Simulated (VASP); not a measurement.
# TiAl (Pm-3m) in VASP: settings compared

The runs below take TiAl through single point, with PBEsol, LDA.

All numbers are computed with VASP 6.6.1; they aren't measurements. Logs are shortened: lines on timing, memory, paths and dates and some standing lists are left out, and cuts for length are marked.

## (1) The cell of the first run

It takes space group Pm-3m (No. 221, cubic). The conventional cell has a = 3.136 Å, b = 3.136 Å, c = 3.136 Å, α = 90.00°, β = 90.00°, γ = 90.00°. Within 3.6 Å of Ti (site symmetry m-3m) lie 8 Al at 2.72 Å and 6 Ti at 3.14 Å. Within 3.6 Å of Al (site symmetry m-3m) lie 8 Ti at 2.72 Å and 6 Al at 3.14 Å.

## (2) Single point, PBEsol (volume scaled by 0.96)

Contents of INCAR:

```
SYSTEM = TiAl
ALGO     = Normal         ! electronic algorithm
EDIFF    = 1E-6           ! SCF threshold, eV
ENCUT    = 520            ! plane-wave cutoff, eV
GGA      = PS             ! functional
ISIF     = 2              ! what is computed and relaxed
ISMEAR   = -1             ! smearing method
LASPH    = .True.         ! aspherical terms in the spheres
LCHARG   = .True.         ! write CHGCAR
LELF     = .True.         ! ELF
LREAL    = .False.        ! projectors in reciprocal space
LVHAR    = .True.       
LWAVE    = .False.        ! write WAVECAR
NBANDS   = 14             ! bands
NELM     = 80             ! most SCF steps
PREC     = Accurate       ! precision mode
SIGMA    = 0.05           ! smearing width, eV
```

Contents of KPOINTS:

```
k-points
0
Gamma
  8 8 8
  0 0 0
```

Contents of POSCAR:

```
TiAl
1.0
    3.1360984087      0.0000000000      0.0000000000
    0.0000000000      3.1360984087      0.0000000000
    0.0000000000      0.0000000000      3.1360984087
Ti Al
1 1
Direct
    0.0000000000      0.0000000000      0.0000000000
    0.5000000000      0.5000000000      0.5000000000
```

Potentials or basis: VASP PAW PBE potentials, release 64 (Ti_sv, Al).

On the command line:

```bash
$ cat potpaw_PBE.64/Ti_sv/POTCAR potpaw_PBE.64/Al/POTCAR > POTCAR
$ mpirun -np 1 vasp_std > vasp.out
```

OUTCAR:

```text
SYSTEM = TiAl
   EDIFF = 1E-6
   ENCUT = 520
   GGA = PS
   ISIF = 2
   ISMEAR = -1
   LASPH = .True.
   LREAL = .False.
   NELM = 80
   PREC = Accurate

 ion  position               nearest neighbor table
   1  0.000  0.000  0.000-   2 2.72   2 2.72   2 2.72   2 2.72   2 2.72   2 2.72   2 2.72   2 2.72

   2  0.500  0.500  0.500-   1 2.72   1 2.72   1 2.72   1 2.72   1 2.72   1 2.72   1 2.72   1 2.72

  LATTYP: Found a simple cubic cell.
 ALAT       =     3.1360984087

  Lattice vectors:

 A1 = (   3.1360984087,   0.0000000000,   0.0000000000)
 A2 = (   0.0000000000,   3.1360984087,   0.0000000000)
 A3 = (   0.0000000000,   0.0000000000,   3.1360984087)

Analysis of symmetry for initial positions (statically):
=====================================================================
 Subroutine PRICEL returns:
 Original cell was already a primitive cell.

 Routine SETGRP: Setting up the symmetry group for a
 simple cubic supercell.

 Subroutine GETGRP returns: Found 48 space group operations
 (whereof 48 operations were pure point group operations)
 out of a pool of 48 trial point group operations.

The static configuration has the point symmetry O_h .

Analysis of symmetry for dynamics (positions and initial velocities):
=====================================================================
 Subroutine PRICEL returns:
 Original cell was already a primitive cell.

 Routine SETGRP: Setting up the symmetry group for a
 simple cubic supercell.

 Subroutine GETGRP returns: Found 48 space group operations
 (whereof 48 operations were pure point group operations)
 out of a pool of 48 trial point group operations.

The dynamic configuration has the point symmetry O_h .

 Subroutine INISYM returns: Found 48 space group operations
 (whereof 48 operations are pure point group operations),
 and found     1 'primitive' translations

----------------------------------------------------------------------------------------

                                     Primitive cell

  volume of cell :      30.8439

  direct lattice vectors                    reciprocal lattice vectors
     3.136098409  0.000000000  0.000000000     0.318867545  0.000000000  0.000000000
     0.000000000  3.136098409  0.000000000     0.000000000  0.318867545  0.000000000
     0.000000000  0.000000000  3.136098409     0.000000000  0.000000000  0.318867545

  length of vectors
     3.136098409  3.136098409  3.136098409     0.318867545  0.318867545  0.318867545

  position of ions in fractional coordinates (direct lattice)
     0.000000000  0.000000000  0.000000000
     0.500000000  0.500000000  0.500000000

  ion indices of the primitive-cell ions
   primitive index   ion index
                 1           1
                 2           2

----------------------------------------------------------------------------------------

 KPOINTS: k-points

Automatic generation of k-mesh.
 Grid dimensions read from file:
 generate k-points for:    8    8    8

 Generating k-lattice:

  Cartesian coordinates                     Fractional coordinates (reciprocal lattice)
     0.039858443  0.000000000  0.000000000     0.125000000  0.000000000  0.000000000
     0.000000000  0.039858443  0.000000000     0.000000000  0.125000000  0.000000000
     0.000000000  0.000000000  0.039858443     0.000000000  0.000000000  0.125000000

  Length of vectors
     0.039858443  0.039858443  0.039858443

  Shift w.r.t. Gamma in fractional coordinates (k-lattice)
     0.000000000  0.000000000  0.000000000

 Subroutine IBZKPT returns following result:
 ===========================================

 Found     35 irreducible k-points:

 Following reciprocal coordinates:
            Coordinates               Weight
  0.000000  0.000000  0.000000      1.000000
  0.125000  0.000000  0.000000      6.000000
  0.250000  0.000000  0.000000      6.000000
  0.375000  0.000000  0.000000      6.000000
  0.500000  0.000000  0.000000      3.000000
  0.125000  0.125000  0.000000     12.000000
[... 16 lines left out ...]
  0.375000  0.375000  0.125000     24.000000
  0.500000  0.375000  0.125000     24.000000
 [... further k-points ...]
   k-points           NKPTS =     35   k-points in BZ     NKDIM =     35   number of bands    NBANDS=     14
   number of dos      NEDOS =    301   number of ions     NIONS =      2
   total plane-waves  NPLWV =  13824
   dimension x,y,z NGX =    24 NGY =   24 NGZ =   24
   dimension x,y,z NGXF=    48 NGYF=   48 NGZF=   48
   ions per type =               1   1
   NGX,Y,Z   is equivalent  to a cutoff of  12.72, 12.72, 12.72 a.u.
   NGXF,Y,Z  is equivalent  to a cutoff of  25.45, 25.45, 25.45 a.u.
 SYSTEM =  TiAl
   PREC   = accura    normal or accurate (medium, high low for compatibility)
   ISTART =      0    job   : 0-new  1-cont  2-samecut
   ICHARG =      2    charge: 1-file 2-atom 10-const
   ISPIN  =      1    spin polarized calculation?
   LNONCOLLINEAR =      F non collinear calculations
   LSORBIT =      F    spin-orbit coupling
   LASPH  =      T    aspherical Exc in radial PAW
   ENCUT  =  520.0 eV  38.22 Ry    6.18 a.u.   5.83  5.83  5.83*2*pi/ulx,y,z
   NELM   =     80;   NELMIN=  2; NELMDL= -5     # of ELM steps
   EDIFF  = 0.1E-05   stopping-criterion for ELM
   LREAL  =      F    real-space projection
   EDIFFG = 0.1E-04   stopping-criterion for IOM
   NSW    =      0    number of steps for IOM
   IBRION =     -1    ionic relax: 0-MD 1-quasi-New 2-CG
   NFREE  =      0    steps in history (QN), initial steepest desc. (CG)
   ISIF   =      2    stress and relaxation
   ISYM   =      2    0-nonsym 1-usesym 2-fastsym
   POTIM  = 0.5000    time-step for ionic-motion
   TEBEG  =    0.0;   TEEND  =   0.0 temperature during run
   PSTRESS=    0.0 pullay stress
   NELECT =      15.0000    total number of electrons
   NUPDOWN=      -1.0000    fix difference up-down
   EMIN   =  10.00;   EMAX   =-10.00  energy-range for DOS
   EFERMI =   0.00;   METHOD = LEGACY
   ISMEAR =    -1;   SIGMA  =   0.05  broadening in eV -4-tet -1-fermi 0-gaus
   EFERMI_NEDOS =   21; number of points for ismear=-14 and -15
   IALGO  =     38    algorithm
   IMIX   =      4    mixing-type and parameters
     AMIX     =   0.40;   BMIX     =  1.00
     AMIX_MAG =   1.60;   BMIX_MAG =  1.00
  volume/ion in A,a.u.               =      15.42       104.07
  Fermi-wavevector in a.u.,A,eV,Ry     =   1.287406  2.432845 22.550493  1.657415
  Thomas-Fermi vector in A             =   2.419422
   LORBIT       =      0    0 simple, 1 ext, 2 COOP (PROOUT), +10 PAW based schemes
   GGA     = PS    functional components
   LHFCALC =     F    Hartree Fock is set to
   AEXX    =    0.0000 exact exchange contribution
   IVDW    =     0    specifies the selected vdW correction
   LEPSILON=     F    determine dielectric tensor
   LRPA    =     F    only Hartree local field effects (RPA)
 non-spin polarized calculation
  energy-cutoff  :      520.00
  volume of cell :       30.84
 maximum number of plane-waves:       852
 NGX is ok and might be reduce to    24
   NGX = 11   NGY = 11   NGZ = 11

 number of electron      14.9999994 magnetization

 Free energy of the ion-electron system (eV)
  ---------------------------------------------------
  ext. energy  EPLUGINS =         0.00000000
  ---------------------------------------------------
  free energy    TOTEN  =       -12.96827915 eV

  energy without entropy =      -12.94617797  energy(sigma->0) =      -12.95722856

 E-fermi :   9.1075     XC(G=0): -11.3681

 val. band max:        9.0698638630   @ k =   0.3750   0.1250   0.1250
 cond. band min:       9.1205571767   @ k =   0.3750   0.3750   0.2500
 fundamental gap:      0.0506933137
 Fermi energy:         9.1074817545

 k-point     1 :       0.0000    0.0000    0.0000
  band No.  band energies     occupation
      1     -47.4685      2.00000
      2     -23.7669      2.00000
      3     -23.7669      2.00000
      4     -23.7669      2.00000
      5      -0.3253      2.00000
      6       7.5786      2.00000
      7       7.5786      2.00000
      8      10.9949      0.00000
      9      10.9949      0.00000
     10      10.9949      0.00000
     11      13.7316      0.00000
     12      13.7316      0.00000
     13      13.7316      0.00000
     14      18.1933      0.00000

 k-point     2 :       0.1250    0.0000    0.0000
  band No.  band energies     occupation
      1     -47.4658      2.00000
      2     -23.7968      2.00000
      3     -23.7642      2.00000
      4     -23.7642      2.00000
      5      -0.0679      2.00000
      6       7.4362      2.00000
      7       7.6948      2.00000
      8      10.5950      0.00000
      9      10.5950      0.00000
     10      11.0261      0.00000
     11      12.8697      0.00000
     12      14.3163      0.00000
     13      14.3163      0.00000
     14      17.8339      0.00000

 k-point     3 :       0.2500    0.0000    0.0000
  band No.  band energies     occupation
      1     -47.4593      2.00000
      2     -23.8687      2.00000
      3     -23.7578      2.00000
      4     -23.7578      2.00000
      5       0.6809      2.00000
      6       6.6758      2.00000
      7       8.0012      2.00000
      8       9.9255      0.00000
      9       9.9255      0.00000
     10      11.1027      0.00000
     11      12.0409      0.00000
     12      15.5645      0.00000
     13      15.5645      0.00000
     14      16.9588      0.00000
[... 324 lines left out ...]
 k-point    23 :       0.3750    0.3750    0.1250
  band No.  band energies     occupation
      1     -47.4352      2.00000
      2     -23.9139      2.00000
      3     -23.9108      2.00000
      4     -23.7637      2.00000
      5       3.5202      2.00000
      6       6.3872      2.00000
      7       6.9503      2.00000
      8       8.7816      1.99705
      9       9.8491      0.00000
     10      10.0676      0.00000
     11      12.2780      0.00000
     12      13.8967      0.00000
     13      15.3053      0.00000
     14      16.6325      0.00000

 k-point    24 :       0.5000    0.3750    0.1250
  band No.  band energies     occupation
      1     -47.4327      2.00000
      2     -23.9400      2.00000
      3     -23.9083      2.00000
      4     -23.7609      2.00000
      5       3.9769      2.00000
      6       6.0552      2.00000
      7       7.1100      2.00000
      8       8.5088      1.99999
      9      10.0396      0.00000
     10      10.0574      0.00000
     11      12.1387      0.00000
     12      14.1159      0.00000
     13      14.4675      0.00000
     14      16.8371      0.00000

 [... further k-points ...]

------------------------ aborting loop because EDIFF is reached ----------------------------------------

  FORCE on cell =-STRESS in cart. coord.  units (eV):
  Direction    XX          YY          ZZ          XY          YZ          ZX
  --------------------------------------------------------------------------------------
  -------------------------------------------------------------------------------------
  Total        0.4779801      0.4779801      0.4779801     -0.0000000     -0.0000000      0.0000000
  in kB       24.8285502     24.8285502     24.8285502     -0.0000000     -0.0000000      0.0000000
  external PRESSURE =      24.8285502 kB  Pullay stress =       0.0000000 kB

 VOLUME and BASIS-vectors are now :
 -----------------------------------------------------------------------------
  energy-cutoff  :      520.00
  volume of cell :       30.84
      direct lattice vectors                 reciprocal lattice vectors
     3.136098409  0.000000000  0.000000000     0.318867545  0.000000000  0.000000000
     0.000000000  3.136098409  0.000000000     0.000000000  0.318867545  0.000000000
     0.000000000  0.000000000  3.136098409     0.000000000  0.000000000  0.318867545

 POSITION                                       TOTAL-FORCE (eV/Angst)
 -----------------------------------------------------------------------------------
      0.00000      0.00000      0.00000         0.000000      0.000000      0.000000
      1.56805      1.56805      1.56805         0.000000      0.000000      0.000000
 -----------------------------------------------------------------------------------
    total drift:                                0.000000      0.000000      0.000000

  FREE ENERGIE OF THE ION-ELECTRON SYSTEM (eV)
  ---------------------------------------------------
  free  energy   TOTEN  =       -12.9682791453 eV

  energy  without entropy=      -12.9461779748  energy(sigma->0) =      -12.95722856
```

It took 4 s on 1 thread of Intel Xeon 6975P-C (Granite Rapids), shared host; peak memory 0.14 GiB.

Results:

```
Free energy : -12.9683 eV
Pressure    : 2.5 GPa
```

Levels at points of the mesh, in eV from the Fermi level:
```tsv
k point	band 4	band 5	band 6	band 7	band 8	band 9	band 10	band 11
(0.00, 0.00, 0.00)	-32.87	-9.43	-1.53	-1.53	1.89	1.89	1.89	4.62
(0.50, 0.00, 0.00)	-32.86	-6.06	-5.30	-0.59	0.15	0.15	2.11	3.19
(0.50, 0.50, 0.00)	-32.84	-5.11	-2.09	-2.09	-1.52	0.72	0.72	2.91
(0.50, 0.50, 0.50)	-33.02	-3.22	-3.22	-3.22	0.90	2.98	2.98	3.03
```

Caveat: the PAW data sets were made with another functional, which shifts forces and pressure a little.

(Continued in part 2 of 3.)
